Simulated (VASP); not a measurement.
Input of a VASP 6.6.1 run:

Contents of INCAR:

```
SYSTEM = SnSe
PREC = Accurate ; ENCUT = 500
EDIFF = 1E-6 ; ISMEAR = 0
SIGMA = 0.01 ; LREAL = .FALSE.
LASPH = .TRUE. ; NELM = 120
ALGO = Normal ; ISIF = 2
LWAVE = .FALSE. ; LCHARG = .FALSE.
NBANDS = 17 ; GGA_COMPAT = .FALSE.
```

File KPOINTS:

```
Automatic mesh
0
G
  4 4 4
  0 0 0
```

POSCAR

```
SnSe
1.0
    0.0000000000      3.0100000000      3.0100000000
    3.0100000000      0.0000000000      3.0100000000
    3.0100000000      3.0100000000      0.0000000000
Sn Se
1 1
Direct
   -0.0155120522      0.0106149857     -0.0041335747
    0.5117604508      0.4826181674      0.5072131049
```

Potentials or basis: VASP PAW LDA potentials, release 64 (Sn_d, Se).

The run is started by

```console
$ cat potpaw_LDA.64/Sn_d/POTCAR potpaw_LDA.64/Se/POTCAR > POTCAR
$ mpirun -np 1 vasp_std > vasp.out
```

Problem. Predict the band gap on the k mesh.

Solution. 0.59 eV.

Problem. Predict the pressure.

Solution. -4.3 GPa.

Problem. Predict the largest force.

Solution. 0.050 eV/Å.

Forces on the atoms (eV/Å):
```
Sn   0.017 -0.047  0.001
Se  -0.017  0.047 -0.001
```

Caveat: the k points lie up to 0.45 Å⁻¹ apart; spin-orbit coupling is left out, which moves the levels of the heavy elements. A k mesh can miss the band edges.
